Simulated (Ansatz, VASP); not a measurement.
## One calculation of Cr3Co, two programs

File INCAR:

```
SYSTEM = Cr3Co
PREC = Accurate ; ENCUT = 520
EDIFF = 1E-7 ; ISMEAR = 1
SIGMA = 0.1017 ; LREAL = .FALSE.
LASPH = .TRUE. ; NELM = 60
ALGO = Normal ; ISIF = 2
LWAVE = .FALSE. ; LCHARG = .TRUE.
GGA = CA ; LELF = .TRUE.
LVHAR = .TRUE. ; NBANDS = 55
```

Contents of KPOINTS:

```
Automatic mesh
0
G
  6 6 8
  0 0 0
```

Contents of POSCAR:

```
Cr3Co
1.0
    2.4822878000      4.2994447600      0.0000000000
   -2.4822878000      4.2994447600      0.0000000000
    0.0000000000      0.0000000000      3.9848359000
Co Cr
2 6
Direct
    0.3333000000      0.3334000000      0.2500000000
    0.6666000000      0.6667000000      0.7500000000
    0.8330000000      0.8330000000      0.2500000000
    0.1670000000      0.6660000000      0.7500000000
    0.3340000000      0.8330000000      0.2500000000
    0.1670000000      0.1670000000      0.7500000000
    0.8330000000      0.3340000000      0.2500000000
    0.6660000000      0.1670000000      0.7500000000
```

Input for Ansatz:

```yaml
crystal:
  lattice:
    - [2.4822878, 4.29944476, 0.0]
    - [-2.4822878, 4.29944476, 0.0]
    - [0.0, 0.0, 3.9848359]
  atoms:
    - { symbol: Co, position: [0.3333, 0.3334, 0.25] }
    - { symbol: Co, position: [0.6666, 0.6667, 0.75] }
    - { symbol: Cr, position: [0.833, 0.833, 0.25] }
    - { symbol: Cr, position: [0.167, 0.666, 0.75] }
    - { symbol: Cr, position: [0.334, 0.833, 0.25] }
    - { symbol: Cr, position: [0.167, 0.167, 0.75] }
    - { symbol: Cr, position: [0.833, 0.334, 0.25] }
    - { symbol: Cr, position: [0.666, 0.167, 0.75] }
  symmetry: { tolerance: 0.0003 }
kpoints:
  mp_grid: { grid: [6, 6, 8], shift: [0, 0, 0] }
  band_path:
    path:
      - [0.0, 0.0, 0.0]
      - [0.49999994, -2.2e-07, 0.0]
      - [0.66666644, 0.333333, 0.0]
      - [0.0, 0.0, 0.0]
      - [0.0, 0.0, 0.5]
      - [0.49999994, -2.2e-07, 0.5]
      - [0.66666644, 0.333333, 0.5]
      - [0.0, 0.0, 0.5]
      - [0.49999994, -2.2e-07, 0.5]
      - [0.49999994, -2.2e-07, 0.0]
      - [0.66666644, 0.333333, 0.5]
    npoints: 7
magnetization:
  spin_polarized: false
scf:
  occupations: { method: methfessel_paxton, width: 0.1017 }
  lower_state_search: "off"
  max_iter: 200
hamiltonian:
  pseudopotentials: { kind: paw }
  xc: lda
basis:
  ecutwfc: 420
  fft_grid_basis: typed
output:
  forces: true
  stress: true
  eigenvalues: true
  bader: true
  populations: true
  elf: true
  write_potential: true
  volumetric_format: npy
  dos:
    e_range: [-12, 8]
    de: 0.05
    projected: { site_lists: { Co: [Co], Cr: [Cr] } }
  write_density: true
checkpoint:
  read: saved_state
```

Alike in both runs: task single point; functional LDA; k mesh 6 × 6 × 8; occupations methfessel-paxton of order 1, width 0.1017 eV; no spin polarisation.

|  | VASP | Ansatz |
| --- | --- | --- |
| version | VASP 6.6.1 | Ansatz 0.2.0 |
| potentials or method | VASP PAW LDA potentials, release 64 (Co, Cr_pv), cutoff 520 eV | PAW plane waves |
| valence electrons in the cell | 90 | 118 |

Ansatz gave:

```
pressure (GPa)                                                : 0.0
traceless stress, the component that is largest in VASP (GPa) : -0.02
rms of the force components (eV/Å)                            : 0.081
```

**Question.** Estimate VASP's values.

**Answer.** Pressure (GPa): -0.1; traceless stress, the component that is largest in VASP (GPa): -0.25; rms of the force components (eV/Å): 0.085.

LDA's correlation is that of Perdew and Zunger in VASP and of Perdew and Wang (1992) in Ansatz. Atom by atom the forces differ by 0.003 eV/Å (rms over components). VASP's potentials hold 90 valence electrons a cell and Ansatz's 118, so a difference there can come from the potentials and not from the codes. Ansatz's warnings: structure snapped to symmetry.
